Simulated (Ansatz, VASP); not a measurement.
HfB2: VASP beside Ansatz

The input INCAR:

```
SYSTEM = HfB2
PREC = Accurate ; ENCUT = 520
EDIFF = 1E-6 ; ISMEAR = 0
SIGMA = 0.1 ; LREAL = .FALSE.
LASPH = .TRUE. ; NELM = 100
ALGO = Normal ; ISIF = 2
LWAVE = .FALSE. ; LCHARG = .FALSE.
GGA = PE ; NBANDS = 25
```

File KPOINTS:

```
regular mesh
0
G
  6 6 6
  0 0 0
```

Contents of POSCAR:

```
HfB2
1.0
    4.8557274300      0.0000000000      0.0000000000
   -2.4278637100      4.2051833100      0.0000000000
    0.0000000000      0.0000000000      3.3668512500
Hf B
2 4
Direct
    0.3333333300      0.6666666700      0.1329264600
    0.6666666700      0.3333333300      0.1329264600
    0.5000000000      0.0000000000      0.5590706600
    0.0000000000      0.5000000000      0.5590706600
    0.5000000000      0.5000000000      0.5590706600
    0.0000000000      0.0000000000      0.1283927700
```

Input for Ansatz:

```yaml
crystal:
  lattice:
    - [4.85572743, 0.0, 0.0]
    - [-2.42786371, 4.20518331, 0.0]
    - [0.0, 0.0, 3.36685125]
  atoms:
    - { symbol: Hf, position: [0.33333333, 0.66666667, 0.13292646] }
    - { symbol: Hf, position: [0.66666667, 0.33333333, 0.13292646] }
    - { symbol: B, position: [0.5, 0.0, 0.55907066] }
    - { symbol: B, position: [0.0, 0.5, 0.55907066] }
    - { symbol: B, position: [0.5, 0.5, 0.55907066] }
    - { symbol: B, position: [0.0, 0.0, 0.12839277] }
basis:
  ecutwfc: 420
kpoints:
  mp_grid: { grid: [6, 6, 6] }
hamiltonian:
  xc: pbe
scf:
  occupations: { method: gaussian, width: 0.1 }
  lower_state_search: "off"
output:
  forces: true
  stress: true
  eigenvalues: true
```

Alike in both runs: task single point; functional PBE; k mesh 6 × 6 × 6; occupations gaussian, width 0.1 eV; no spin polarisation.

|  | VASP | Ansatz |
| --- | --- | --- |
| version | VASP 6.6.1 | Ansatz 0.2.0 |
| potentials or method | VASP PAW PBE potentials, release 64 (Hf_pv, B), cutoff 520 eV | scalar-relativistic, plane waves, PAW |
| valence electrons in the cell | 32 | 64 |

VASP gave:

- gap on the k mesh at the Fermi level (eV): none
- rms of the force components (eV/Å): 4.136

Which values does Ansatz return?

gap on the k mesh at the Fermi level (eV): none; rms of the force components (eV/Å): 4.058.

Atom by atom the forces differ by 0.078 eV/Å (rms over components). A gap of «none» marks a metal or a gap that the smearing closes. VASP's potentials hold 32 valence electrons a cell and Ansatz's 64, so a difference there can come from the potentials and not from the codes.

Neither program's run includes spin-orbit coupling.
